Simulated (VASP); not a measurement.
Runs of VASP 6.6.1 on AlN. The structure is that of space group F-43m (No. 216), or close to it. The cells are those of the table. 

```csv
task,cell,k mesh,cutoff (eV),smearing,ions in elastic constants,gap on the mesh (eV),pressure (GPa)
single point,"a = 3.098 Å, angles 60.0°, 2 atoms",6 × 6 × 6,600,gaussian 0.05 eV,-,3.31,(a)
single point,"a = 3.054 Å, angles 60.0°, 2 atoms",10 × 10 × 10,600,gaussian 0.02 eV,-,3.33,12.1
single point,"a = 3.113 Å, angles 60.0°, 2 atoms",6 × 6 × 6,600,gaussian 0.05 eV,-,3.30,-0.4
single point,"a = 3.123 Å, angles 60.0°, 2 atoms",6 × 6 × 6,520,gaussian 0.05 eV,-,3.30,(b)
single point,"a = 3.113 Å, angles 60.0°, 2 atoms",6 × 6 × 6,600,gaussian 0.02 eV,-,3.30,-0.4
```

Alike in all rows: level PBE; potentials or basis VASP PAW PBE potentials, release 64 (Al, N); no spin polarisation.

Problem. Fill in the values left out.

Solution. (a) 2.5; (b) -2.0.

A k mesh can miss the band edges.
